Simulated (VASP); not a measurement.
# BN in VASP: a series of runs, part 3 of 4

VASP 6.6.1. The steps go on from the part before.

## 4. Electric field gradients, PBEsol (zz strain of -2 %)

INCAR

```
SYSTEM = BN
PREC = Accurate
ENCUT = 520
EDIFF = 1E-8
ISMEAR = -1
SIGMA = 0.03
LREAL = .False.
LASPH = .True.
NELM = 60
ALGO = Normal
ISIF = 2
LWAVE = .False.
LCHARG = .False.
GGA = PS
LEFG = .True.
NBANDS = 11
```

KPOINTS

```
regular mesh
0
Gamma
  13 13 13
  0 0 0
```

POSCAR

```
BN
1.0
    0.0000000000      1.8075000000      1.7713500000
    1.8075000000      0.0000000000      1.7713500000
    1.8075000000      1.8075000000      0.0000000000
B N
1 1
Direct
    0.0000000000      0.0000000000      0.0000000000
    0.7500000000      0.7500000000      0.7500000000
```

Potentials or basis: VASP PAW PBE potentials, release 64 (B, N).

The run is started by

```bash
$ cat potpaw_PBE.64/B/POTCAR potpaw_PBE.64/N/POTCAR > POTCAR
$ mpirun -np 1 vasp_std > vasp.out
```

OUTCAR:

```text
SYSTEM = BN
   PREC = Accurate
   ENCUT = 520
   EDIFF = 1E-8
   ISMEAR = -1
   LREAL = .False.
   LASPH = .True.
   NELM = 60
   ISIF = 2
   GGA = PS

 ion  position               nearest neighbor table
   1  0.000  0.000  0.000-   2 1.55   2 1.55   2 1.55   2 1.55
   2  0.750  0.750  0.750-   1 1.55   1 1.55   1 1.55   1 1.55

  LATTYP: Found a body centered tetragonal cell.
 ALAT       =     2.5561910140
 C/A-ratio  =     1.3859292911

  Lattice vectors:

 A1 = (   0.0000000000,  -1.8075000000,  -1.7713500000)
 A2 = (   0.0000000000,   1.8075000000,  -1.7713500000)
 A3 = (   1.8075000000,   0.0000000000,   1.7713500000)

Analysis of symmetry for initial positions (statically):
=====================================================================
 Subroutine PRICEL returns:
 Original cell was already a primitive cell.

 Routine SETGRP: Setting up the symmetry group for a
 body centered tetragonal supercell.

 Subroutine GETGRP returns: Found  8 space group operations
 (whereof  8 operations were pure point group operations)
 out of a pool of 16 trial point group operations.

The static configuration has the point symmetry D_2d.

Analysis of symmetry for dynamics (positions and initial velocities):
=====================================================================
 Subroutine PRICEL returns:
 Original cell was already a primitive cell.

 Routine SETGRP: Setting up the symmetry group for a
 body centered tetragonal supercell.

 Subroutine GETGRP returns: Found  8 space group operations
 (whereof  8 operations were pure point group operations)
 out of a pool of 16 trial point group operations.

The dynamic configuration has the point symmetry D_2d.

 Subroutine INISYM returns: Found  8 space group operations
 (whereof  8 operations are pure point group operations),
 and found     1 'primitive' translations

----------------------------------------------------------------------------------------

                                     Primitive cell

  volume of cell :      11.5742

  direct lattice vectors                    reciprocal lattice vectors
     0.000000000  1.807500000  1.771350000    -0.276625173  0.276625173  0.282270585
     1.807500000  0.000000000  1.771350000     0.276625173 -0.276625173  0.282270585
     1.807500000  1.807500000  0.000000000     0.276625173  0.276625173 -0.282270585

  length of vectors
     2.530758201  2.530758201  2.556191014     0.482410256  0.482410256  0.482410256

  position of ions in fractional coordinates (direct lattice)
     0.000000000  0.000000000  0.000000000
     0.750000000  0.750000000  0.750000000

  ion indices of the primitive-cell ions
   primitive index   ion index
                 1           1
                 2           2

----------------------------------------------------------------------------------------

 KPOINTS: regular mesh

Automatic generation of k-mesh.
 Grid dimensions read from file:
 generate k-points for:   13   13   13
[... 80 lines left out ...]
   EFERMI_NEDOS =   21; number of points for ismear=-14 and -15
   IALGO  =     38    algorithm
   IMIX   =      4    mixing-type and parameters
     AMIX     =   0.40;   BMIX     =  1.00
     AMIX_MAG =   1.60;   BMIX_MAG =  1.00
  volume/ion in A,a.u.               =       5.79        39.05
  Fermi-wavevector in a.u.,A,eV,Ry     =   1.447464  2.735311 28.506282  2.095153
  Thomas-Fermi vector in A             =   2.565416
   LORBIT       =      0    0 simple, 1 ext, 2 COOP (PROOUT), +10 PAW based schemes
   GGA     = PS    functional components
   LHFCALC =     F    Hartree Fock is set to
   AEXX    =    0.0000 exact exchange contribution
   IVDW    =     0    specifies the selected vdW correction
   LEPSILON=     F    determine dielectric tensor
   LRPA    =     F    only Hartree local field effects (RPA)
 non-spin polarized calculation
  energy-cutoff  :      520.00
  volume of cell :       11.57
 maximum number of plane-waves:       324
   NGX =  9   NGY =  9   NGZ =  9

 number of electron       7.9999998 magnetization

 Free energy of the ion-electron system (eV)
  ---------------------------------------------------
  ext. energy  EPLUGINS =         0.00000000
  ---------------------------------------------------
  free energy    TOTEN  =       -18.33785916 eV

  energy without entropy =      -18.33785916  energy(sigma->0) =      -18.33785916

 E-fermi :   8.3385     XC(G=0): -13.1155

 val. band max:        7.7448424225   @ k =   0.0000   0.0000   0.0000
 cond. band min:      11.7607582104   @ k =   0.4615   0.4615   0.0000
 fundamental gap:      4.0159157879
 Fermi energy:         8.3385218331

 k-point     1 :       0.0000    0.0000    0.0000
  band No.  band energies     occupation
      1     -12.8706      2.00000
      2       7.5493      2.00000
      3       7.5493      2.00000
      4       7.7448      2.00000
      5      16.3805      0.00000
      6      16.5220      0.00000
      7      16.5220      0.00000
      8      18.2077      0.00000
      9      32.5077      0.00000
     10      35.0258      0.00000
     11      35.6177      0.00000
[... 309 lines left out ...]
 k-point    24 :       0.4615    0.1538    0.0000
  band No.  band energies     occupation
      1      -8.7251      2.00000
      2      -1.9150      2.00000
      3       4.4614      2.00000
      4       4.5456      2.00000
      5      16.2933      0.00000
      6      20.0914      0.00000
      7      20.1394      0.00000
      8      22.2754      0.00000
      9      28.5536      0.00000
     10      34.2931      0.00000
     11      35.8256      0.00000

 [... further k-points ...]

------------------------ aborting loop because EDIFF is reached ----------------------------------------

  FORCE on cell =-STRESS in cart. coord.  units (eV):
  Direction    XX          YY          ZZ          XY          YZ          ZX
  --------------------------------------------------------------------------------------
  -------------------------------------------------------------------------------------
  Total        0.1114033      0.1114033      0.9858871      0.0000000      0.0000000     -0.0000000
  in kB       15.4211862     15.4211862    136.4730070      0.0000000      0.0000000     -0.0000000
  external PRESSURE =      55.7717931 kB  Pullay stress =       0.0000000 kB

 VOLUME and BASIS-vectors are now :
 -----------------------------------------------------------------------------
  energy-cutoff  :      520.00
  volume of cell :       11.57
      direct lattice vectors                 reciprocal lattice vectors
     0.000000000  1.807500000  1.771350000    -0.276625173  0.276625173  0.282270585
     1.807500000  0.000000000  1.771350000     0.276625173 -0.276625173  0.282270585
     1.807500000  1.807500000  0.000000000     0.276625173  0.276625173 -0.282270585

 POSITION                                       TOTAL-FORCE (eV/Angst)
 -----------------------------------------------------------------------------------
      0.00000      0.00000      0.00000        -0.000000     -0.000000      0.000000
      2.71125      2.71125      2.65702         0.000000      0.000000     -0.000000
 -----------------------------------------------------------------------------------
    total drift:                               -0.000001     -0.000001      0.000001

  FREE ENERGIE OF THE ION-ELECTRON SYSTEM (eV)
  ---------------------------------------------------
  free  energy   TOTEN  =       -18.3378591613 eV

  energy  without entropy=      -18.3378591613  energy(sigma->0) =      -18.33785916

 Electric field gradients (V/A^2)
---------------------------------------------------------------------
 ion       V_xx      V_yy      V_zz      V_xy      V_xz      V_yz
---------------------------------------------------------------------
   1      -0.357    -0.357     0.714    -0.000    -0.000    -0.000
   2       1.583     1.583    -3.166    -0.000    -0.001    -0.001
---------------------------------------------------------------------

 Electric field gradients after diagonalization (V/A^2)
 (convention: |V_zz| > |V_xx| > |V_yy|)
----------------------------------------------------------------------
 ion       V_xx      V_yy      V_zz     asymmetry (V_yy - V_xx)/ V_zz
----------------------------------------------------------------------
   1      -0.357    -0.357     0.714       0.000
   2       1.583     1.583    -3.166       0.000
----------------------------------------------------------------------

           NMR quadrupolar parameters

 Cq : quadrupolar parameter    Cq=e*Q*V_zz/h
 eta: asymmetry parameters     (V_yy - V_xx)/ V_zz
 Q  : nuclear electric quadrupole moment in mb (millibarn)
----------------------------------------------------------------------
 ion       Cq(MHz)       eta       Q (mb)
----------------------------------------------------------------------
   1       0.002       0.000       1.000
   2      -0.008       0.000       1.000
----------------------------------------------------------------------
```

OSZICAR:

```text
N       E                     dE             d eps       ncg     rms          rms(c)
DAV:   1     0.920643570201E+01    0.92064E+01   -0.50388E+03  4480   0.727E+02
DAV:   2    -0.188457192698E+02   -0.28052E+02   -0.27221E+02  5087   0.165E+02
DAV:   3    -0.193147028004E+02   -0.46898E+00   -0.46839E+00  5097   0.184E+01
DAV:   4    -0.193152003484E+02   -0.49755E-03   -0.49754E-03  4608   0.668E-01
DAV:   5    -0.193152007692E+02   -0.42086E-06   -0.42070E-06  5005   0.192E-02    0.667E+00
DAV:   6    -0.184487578788E+02    0.86644E+00   -0.26541E+00  4567   0.941E+00    0.333E+00
DAV:   7    -0.183587985744E+02    0.89959E-01   -0.10814E-01  4849   0.261E+00    0.190E+00
DAV:   8    -0.183378390828E+02    0.20959E-01   -0.33428E-02  4786   0.126E+00    0.189E-01
DAV:   9    -0.183378391560E+02   -0.73183E-07   -0.83066E-04  4645   0.246E-01    0.812E-02
DAV:  10    -0.183378573728E+02   -0.18217E-04   -0.60998E-05  4769   0.684E-02    0.133E-02
DAV:  11    -0.183378591393E+02   -0.17665E-05   -0.40120E-06  4827   0.153E-02    0.842E-03
DAV:  12    -0.183378591677E+02   -0.28405E-07   -0.98587E-07  4852   0.662E-03    0.334E-04
DAV:  13    -0.183378591613E+02    0.64096E-08   -0.11583E-08  3115   0.109E-03
   1 F= -.18337859E+02 E0= -.18337859E+02  d E =-.147160E-11
```

stdout:

```text
POSCAR found type information on POSCAR B N
 POSCAR found :  2 types and       2 ions
 scaLAPACK will be used
 -----------------------------------------------------------------------------
|                                                                             |
|                                                                             |
|     You enforced a specific xc type in the INCAR file but a different       |
|     I HOPE YOU KNOW WHAT YOU ARE DOING!                                     |
|                                                                             |
 -----------------------------------------------------------------------------

 LDA part: xc-table for (Slater+PW92), standard interpolation
 POSCAR, INCAR and KPOINTS ok, starting setup
 FFT: planning ... GRIDC
 FFT: planning ... GRID_SOFT
 FFT: planning ... GRID
 WAVECAR not read
 entering main loop
ion   1

ion   2
```

Wall time 23 s (1 thread of AMD EPYC 7R43 (Zen 3), shared host); peak memory 0.1 GiB.

Results:

```
Free energy            : -18.3379 eV
Pressure               : 5.6 GPa
Band gap on the k mesh : 4.02 eV, indirect (least direct gap 8.64 eV)
```

Levels at points of the mesh, in eV from the valence-band top:
| k point | band 1 | band 2 | band 3 | band 4 | band 5 | band 6 | band 7 | band 8 |
| --- | --- | --- | --- | --- | --- | --- | --- | --- |
| (0.00, 0.00, 0.00) | -20.62 | -0.20 | -0.20 | 0.00 | 8.64 | 8.78 | 8.78 | 10.46 |

Electric field gradients, principal values (V/Å²):
```
atom   least  middle  greatest (by size)
 1 B  -0.357  -0.357               0.714
 2 N   1.583   1.583              -3.166
```

Caveat: the cell differs from its parent crystal (zz strain of -2 %); without QUAD_EFG the Cq values of the log hold for a quadrupole moment of 1 mb, not for the nuclei; the PAW data sets were made with another functional, which shifts forces and pressure a little. A k mesh can miss the band edges.

## 5. Electric field gradients, PBEsol (zz strain of +2 %)

INCAR

```
PREC = Accurate
ENCUT = 520
EDIFF = 1E-8
ISMEAR = -1
SIGMA = 0.03
LREAL = False
LASPH = True
NELM = 80
ALGO = Normal
ISIF = 2
LWAVE = False
LCHARG = False
GGA = PS
LEFG = True
NBANDS = 11
```

KPOINTS

```
regular mesh
0
Gamma
  13 13 13
```

POSCAR

```
BN
1.0
    0.0000000000      1.8075000000      1.8436500000
    1.8075000000      0.0000000000      1.8436500000
    1.8075000000      1.8075000000      0.0000000000
B N
1 1
Direct
    0.0000000000      0.0000000000      0.0000000000
    0.7500000000      0.7500000000      0.7500000000
```

Potentials or basis: VASP PAW PBE potentials, release 64 (B, N).

The run is started by

```bash
$ cat potpaw_PBE.64/B/POTCAR potpaw_PBE.64/N/POTCAR > POTCAR
$ mpirun -np 1 vasp_std > vasp.out
```

OUTCAR:

```text
PREC = Accurate
   ENCUT = 520
   EDIFF = 1E-8
   ISMEAR = -1
   LREAL = False
   LASPH = True
   NELM = 80
   ISIF = 2
   GGA = PS

 ion  position               nearest neighbor table
   1  0.000  0.000  0.000-   2 1.58   2 1.58   2 1.58   2 1.58
   2  0.750  0.750  0.750-   1 1.58   1 1.58   1 1.58   1 1.58

  LATTYP: Found a body centered tetragonal cell.
 ALAT       =     2.5561910140
 C/A-ratio  =     1.4424978336

  Lattice vectors:

 A1 = (  -1.8075000000,   0.0000000000,   1.8436500000)
 A2 = (   1.8075000000,   0.0000000000,   1.8436500000)
 A3 = (   0.0000000000,   1.8075000000,  -1.8436500000)

Analysis of symmetry for initial positions (statically):
=====================================================================
 Subroutine PRICEL returns:
 Original cell was already a primitive cell.

 Routine SETGRP: Setting up the symmetry group for a
 body centered tetragonal supercell.

[... 523 lines left out ...]
  volume of cell :       12.05
      direct lattice vectors                 reciprocal lattice vectors
     0.000000000  1.807500000  1.843650000    -0.276625173  0.276625173  0.271201150
     1.807500000  0.000000000  1.843650000     0.276625173 -0.276625173  0.271201150
     1.807500000  1.807500000  0.000000000     0.276625173  0.276625173 -0.271201150

 POSITION                                       TOTAL-FORCE (eV/Angst)
 -----------------------------------------------------------------------------------
      0.00000      0.00000      0.00000        -0.000000     -0.000000     -0.000000
      2.71125      2.71125      2.76547         0.000000      0.000000      0.000000
 -----------------------------------------------------------------------------------
    total drift:                                0.000000      0.000000     -0.000001

  FREE ENERGIE OF THE ION-ELECTRON SYSTEM (eV)
  ---------------------------------------------------
  free  energy   TOTEN  =       -18.3320977165 eV

  energy  without entropy=      -18.3320977165  energy(sigma->0) =      -18.33209772

 Electric field gradients (V/A^2)
---------------------------------------------------------------------
 ion       V_xx      V_yy      V_zz      V_xy      V_xz      V_yz
---------------------------------------------------------------------
   1       0.345     0.345    -0.691    -0.000    -0.000    -0.000
   2      -1.623    -1.623     3.245    -0.000     0.000     0.000
---------------------------------------------------------------------

 Electric field gradients after diagonalization (V/A^2)
 (convention: |V_zz| > |V_xx| > |V_yy|)
----------------------------------------------------------------------
 ion       V_xx      V_yy      V_zz     asymmetry (V_yy - V_xx)/ V_zz
----------------------------------------------------------------------
   1       0.345     0.345    -0.691       0.000
   2      -1.623    -1.623     3.245       0.000
----------------------------------------------------------------------

           NMR quadrupolar parameters

 Cq : quadrupolar parameter    Cq=e*Q*V_zz/h
 eta: asymmetry parameters     (V_yy - V_xx)/ V_zz
 Q  : nuclear electric quadrupole moment in mb (millibarn)
----------------------------------------------------------------------
 ion       Cq(MHz)       eta       Q (mb)
----------------------------------------------------------------------
   1      -0.002       0.000       1.000
   2       0.008       0.000       1.000
----------------------------------------------------------------------
```

Wall time 25 s (1 thread of AMD EPYC 7R43 (Zen 3), shared host); peak memory 0.1 GiB.

What came out:

```
Free energy            : -18.3321 eV
Pressure               : -9.6 GPa
Band gap on the k mesh : 4.16 eV, indirect (least direct gap 8.56 eV)
```

Electric field gradients, principal values (V/Å²):
```tsv
atom	least	middle	greatest (by size)
1 B	0.345	0.345	-0.691
2 N	-1.623	-1.623	3.245
```

Caveat: the cell differs from its parent crystal (zz strain of +2 %); without QUAD_EFG the Cq values of the log hold for a quadrupole moment of 1 mb, not for the nuclei; the PAW data sets were made with another functional, which shifts forces and pressure a little. A k mesh can miss the band edges.

(Continued in part 4 of 4.)
